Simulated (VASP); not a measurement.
# CuAu (R-3m) in VASP: notebook, part 2 of 2

VASP 6.6.1.

**3. Relaxation of cell and atoms, PBEsol**

This run uses another cell than the first one, of 15.35 Å³/atom.

Contents of INCAR:

```
SYSTEM = CuAu
PREC = Accurate
ENCUT = 600
EDIFF = 1E-6
ISMEAR = -1
SIGMA = 0.1
LREAL = .False.
LASPH = .True.
NELM = 100
ALGO = Normal
ISIF = 3
LWAVE = .False.
LCHARG = .False.
GGA = PS
IBRION = 2
NSW = 50
EDIFFG = -0.03
```

Contents of KPOINTS:

```
Automatic mesh
0
Gamma
  10 10 10
  0 0 0
```

Contents of POSCAR:

```
CuAu
1.0
    1.4430568500      0.8331492600      4.2561707600
   -1.4430568500      0.8331492600      4.2561707600
    0.0000000000     -1.6662985200      4.2561707600
Cu Au
1 1
Direct
    0.5000000000      0.5000000000      0.5000000000
    0.0000000000      0.0000000000      0.0000000000
```

Potentials or basis: VASP PAW PBE potentials, release 64 (Cu, Au).

Started as:

```console
$ cat potpaw_PBE.64/Cu/POTCAR potpaw_PBE.64/Au/POTCAR > POTCAR
$ mpirun -np 1 vasp_std > vasp.out
```

OUTCAR:

```text
SYSTEM = CuAu
   PREC = Accurate
   ENCUT = 600
   EDIFF = 1E-6
   ISMEAR = -1
   LREAL = .False.
   LASPH = .True.
   NELM = 100
   ISIF = 3
   GGA = PS
   IBRION = 2
   NSW = 50
   EDIFFG = -0.03

 ion  position               nearest neighbor table
   1  0.500  0.500  0.500-   2 2.70   2 2.70   2 2.70   2 2.70   2 2.70   2 2.70
   2  0.000  0.000  0.000-   1 2.70   1 2.70   1 2.70   1 2.70   1 2.70   1 2.70

  LATTYP: Found a trigonal (rhomboedric) cell.
 ALAT       =     4.5707264521
 COS(alpha) =     0.8006453292

  Lattice vectors:

 A1 = (   1.4430568500,   0.8331492600,   4.2561707600)
 A2 = (  -1.4430568500,   0.8331492600,   4.2561707600)
 A3 = (   0.0000000000,  -1.6662985200,   4.2561707600)

Analysis of symmetry for initial positions (statically):
=====================================================================
 Subroutine PRICEL returns:
 Original cell was already a primitive cell.

 Routine SETGRP: Setting up the symmetry group for a
 trigonal (rhombohedral) supercell.

 Subroutine GETGRP returns: Found 12 space group operations
 (whereof 12 operations were pure point group operations)
 out of a pool of 12 trial point group operations.

The static configuration has the point symmetry D_3d.

Analysis of symmetry for dynamics (positions and initial velocities):
=====================================================================
 Subroutine PRICEL returns:
 Original cell was already a primitive cell.

 Routine SETGRP: Setting up the symmetry group for a
 trigonal (rhombohedral) supercell.

 Subroutine GETGRP returns: Found 12 space group operations
 (whereof 12 operations were pure point group operations)
 out of a pool of 12 trial point group operations.

The dynamic configuration has the point symmetry D_3d.

 Subroutine INISYM returns: Found 12 space group operations
 (whereof 12 operations are pure point group operations),
 and found     1 'primitive' translations

----------------------------------------------------------------------------------------

                                     Primitive cell

  volume of cell :      30.7027

  direct lattice vectors                    reciprocal lattice vectors
     1.443056850  0.833149260  4.256170760     0.346486696  0.200044187  0.078317660
    -1.443056850  0.833149260  4.256170760    -0.346486696  0.200044187  0.078317660
     0.000000000 -1.666298520  4.256170760     0.000000000 -0.400088375  0.078317660

  length of vectors
     4.570726452  4.570726452  4.570726452     0.407681693  0.407681693  0.407681694

  position of ions in fractional coordinates (direct lattice)
     0.500000000  0.500000000  0.500000000
     0.000000000  0.000000000  0.000000000

  ion indices of the primitive-cell ions
   primitive index   ion index
                 1           1
                 2           2

----------------------------------------------------------------------------------------

 KPOINTS: Automatic mesh

Automatic generation of k-mesh.
 Grid dimensions read from file:
 generate k-points for:   10   10   10

 Generating k-lattice:

  Cartesian coordinates                     Fractional coordinates (reciprocal lattice)
     0.034648670  0.020004419  0.007831766     0.100000000 -0.000000000  0.000000000
    -0.034648670  0.020004419  0.007831766    -0.000000000  0.100000000  0.000000000
[... 53 lines left out ...]
   LNONCOLLINEAR =      F non collinear calculations
   LSORBIT =      F    spin-orbit coupling
   LASPH  =      T    aspherical Exc in radial PAW
   ENCUT  =  600.0 eV  44.10 Ry    6.64 a.u.   9.13  9.13  9.13*2*pi/ulx,y,z
   NELM   =    100;   NELMIN=  2; NELMDL= -5     # of ELM steps
   EDIFF  = 0.1E-05   stopping-criterion for ELM
   LREAL  =      F    real-space projection
   EDIFFG = -.3E-01   stopping-criterion for IOM
   NSW    =     50    number of steps for IOM
   IBRION =      2    ionic relax: 0-MD 1-quasi-New 2-CG
   NFREE  =      1    steps in history (QN), initial steepest desc. (CG)
   ISIF   =      3    stress and relaxation
   ISYM   =      2    0-nonsym 1-usesym 2-fastsym
   POTIM  = 0.5000    time-step for ionic-motion
   TEBEG  =    0.0;   TEEND  =   0.0 temperature during run
   PSTRESS=    0.0 pullay stress
   NELECT =      22.0000    total number of electrons
   NUPDOWN=      -1.0000    fix difference up-down
   EMIN   =  10.00;   EMAX   =-10.00  energy-range for DOS
   EFERMI =   0.00;   METHOD = LEGACY
   ISMEAR =    -1;   SIGMA  =   0.10  broadening in eV -4-tet -1-fermi 0-gaus
   EFERMI_NEDOS =   21; number of points for ismear=-14 and -15
   IALGO  =     38    algorithm
   IMIX   =      4    mixing-type and parameters
     AMIX     =   0.40;   BMIX     =  1.00
     AMIX_MAG =   1.60;   BMIX_MAG =  1.00
  volume/ion in A,a.u.               =      15.35       103.60
  Fermi-wavevector in a.u.,A,eV,Ry     =   1.464952  2.768359 29.199270  2.146086
  Thomas-Fermi vector in A             =   2.580867
   LORBIT       =      0    0 simple, 1 ext, 2 COOP (PROOUT), +10 PAW based schemes
   GGA     = PS    functional components
   LHFCALC =     F    Hartree Fock is set to
   AEXX    =    0.0000 exact exchange contribution
   IVDW    =     0    specifies the selected vdW correction
   LEPSILON=     F    determine dielectric tensor
   LRPA    =     F    only Hartree local field effects (RPA)
 conjugate gradient relaxation of ions
 non-spin polarized calculation
  energy-cutoff  :      600.00
  volume of cell :       30.70
 maximum number of plane-waves:      1040
 NGX is ok and might be reduce to    40
   NGX = 19   NGY = 19   NGZ = 19

--------------------------------------- Ionic step        1  -------------------------------------------

 number of electron      21.9999997 magnetization

 Free energy of the ion-electron system (eV)
  ---------------------------------------------------
  ext. energy  EPLUGINS =         0.00000000
  ---------------------------------------------------
  free energy    TOTEN  =        -8.16675696 eV

  energy without entropy =       -8.14565341  energy(sigma->0) =       -8.15620518

------------------------ aborting loop because EDIFF is reached ----------------------------------------

  FORCE on cell =-STRESS in cart. coord.  units (eV):
  Direction    XX          YY          ZZ          XY          YZ          ZX
  --------------------------------------------------------------------------------------
  -------------------------------------------------------------------------------------
  Total       -1.4411144     -1.4411144     -1.5561116      0.0000000      0.0000000     -0.0000000
  in kB      -75.2025370    -75.2025369    -81.2035036      0.0000000      0.0000000     -0.0000000
  external PRESSURE =     -77.2028592 kB  Pullay stress =       0.0000000 kB
[... 59 lines left out ...]
--------------------------------------- Ionic step        3  -------------------------------------------

 number of electron      22.0000003 magnetization

 Free energy of the ion-electron system (eV)
  ---------------------------------------------------
  ext. energy  EPLUGINS =         0.00000000
  ---------------------------------------------------
  free energy    TOTEN  =        -8.20855225 eV

  energy without entropy =       -8.18837932  energy(sigma->0) =       -8.19846579

 E-fermi :   8.5251     XC(G=0): -12.8245

 val. band max:        8.5040550912   @ k =  -0.4000   0.4000   0.1000
 cond. band min:       8.5311181400   @ k =  -0.3000   0.2000   0.2000
 fundamental gap:      0.0270630488
 Fermi energy:         8.5250532969

 k-point     1 :       0.0000    0.0000    0.0000
  band No.  band energies     occupation
      1      -1.3396      2.00000
      2       1.8097      2.00000
      3       3.6253      2.00000
      4       3.6253      2.00000
      5       4.6837      2.00000
      6       4.6837      2.00000
      7       5.7551      2.00000
      8       6.3306      2.00000
      9       6.3306      2.00000
     10       7.0177      2.00000
     11       7.0177      2.00000
     12       8.3582      1.68274
     13      13.5498      0.00000
     14      23.1581      0.00000
[... 401 lines left out ...]
      2       2.3597      2.00000
      3       3.0906      2.00000
      4       4.1345      2.00000
      5       4.2939      2.00000
      6       5.8910      2.00000
      7       5.9173      2.00000
      8       6.2558      2.00000
      9       6.6218      2.00000
     10       6.8143      2.00000
     11       7.0048      2.00000
     12      10.3948      0.00000
     13      15.6374      0.00000
     14      16.5345      0.00000
     15      18.1456      0.00000

 [... further k-points ...]

------------------------ aborting loop because EDIFF is reached ----------------------------------------

  FORCE on cell =-STRESS in cart. coord.  units (eV):
  Direction    XX          YY          ZZ          XY          YZ          ZX
  --------------------------------------------------------------------------------------
  -------------------------------------------------------------------------------------
  Total       -0.0373614     -0.0373614     -0.0115285      0.0000000      0.0000000     -0.0000000
  in kB       -2.0575749     -2.0575749     -0.6348975      0.0000000      0.0000000     -0.0000000
  external PRESSURE =      -1.5833491 kB  Pullay stress =       0.0000000 kB
[... 17 lines left out ...]
  FREE ENERGIE OF THE ION-ELECTRON SYSTEM (eV)
  ---------------------------------------------------
  free  energy   TOTEN  =        -8.2085522537 eV

  energy  without entropy=       -8.1883793176  energy(sigma->0) =       -8.19846579

 reached required accuracy - stopping structural energy minimisation
```

It took 4.2 min on 1 thread of Intel Xeon Platinum 8488C (Sapphire Rapids), shared host; peak memory 0.33 GiB.

Results:

| Property | Result |
| --- | --- |
| Free energy | -8.2086 eV |
| Relaxed volume | 14.55 Å³/atom |
| Relaxed cell | a = 4.486 Å, b = 4.486 Å, c = 4.486 Å, α = 36.85°, β = 36.85°, γ = 36.85° |
| Space group after relaxing (to 0.1 Å) | R-3m (No. 166) |
| Energy gained by relaxing | 20.9 meV/atom |
| Ionic steps | 3 |
| Pressure after relaxing | -0.2 GPa |
| Band gap on the k mesh | zero (bands 11 and 12 overlap by 4.75 eV) |

Step by step:
| step | energy change (eV) | largest force (eV/Å) | pressure (GPa) | volume (Å³) |
| --- | --- | --- | --- | --- |
| 1 | 0.0000 | 0.0000 | -7.72 | 30.70 |
| 2 | 0.0063 | 0.0000 | 10.56 | 27.53 |
| 3 | -0.0418 | 0.0000 | -0.16 | 29.09 |

Final structure:
```
Cu Au
1.0
     1.41804    0.81870    4.17649
    -1.41804    0.81870    4.17649
     0.00000   -1.63741    4.17649
Cu Au
1 1
Direct
  0.50000 0.50000 0.50000
  0.00000 0.00000 0.00000
```

Caveat: the PAW data sets were made with another functional, which shifts forces and pressure a little; spin-orbit coupling is left out, which moves the levels of the heavy elements.

The gap in the log of VASP goes by the Fermi energy; the results here count the filled bands.